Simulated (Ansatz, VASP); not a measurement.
**CdTe: VASP beside Ansatz**

```
Cd Te
1.0
     0.00000    3.28211    3.28211
     3.28211    0.00000    3.28211
     3.28211    3.28211    0.00000
Cd Te
1 1
Direct
  0.00000 0.00000 0.00000
  0.25000 0.25000 0.25000
```

Alike in both runs: task relaxation of cell and atoms; functional PBEsol; k mesh 10 × 10 × 10; occupations gaussian, width 0.02 eV; no spin polarisation.

|  | VASP | Ansatz |
| --- | --- | --- |
| version | VASP 6.6.1 | Ansatz 0.2.0 |
| potentials or method | VASP PAW PBE potentials, release 64 (Cd, Te), cutoff 500 eV | scalar-relativistic, plane waves, PAW |
| valence electrons in the cell | 18 | 36 |

|  | VASP | Ansatz | Ansatz less VASP |
| --- | --- | --- | --- |
| gap on the k mesh at the Fermi level, each at its own relaxed structure (eV) | 0.64 | 0.65 | +0.009 |
| relaxed volume (Å³/atom) | 34.29 | 34.16 | -0.132 |
| relaxed cell length with the largest relative difference (Å) | 4.594 | 4.589 | -0.0059 |

VASP's potentials were made for PBE, not for PBEsol. VASP's potentials hold 18 valence electrons a cell and Ansatz's 36, so a difference there can come from the potentials and not from the codes.

Neither program's run includes spin-orbit coupling.
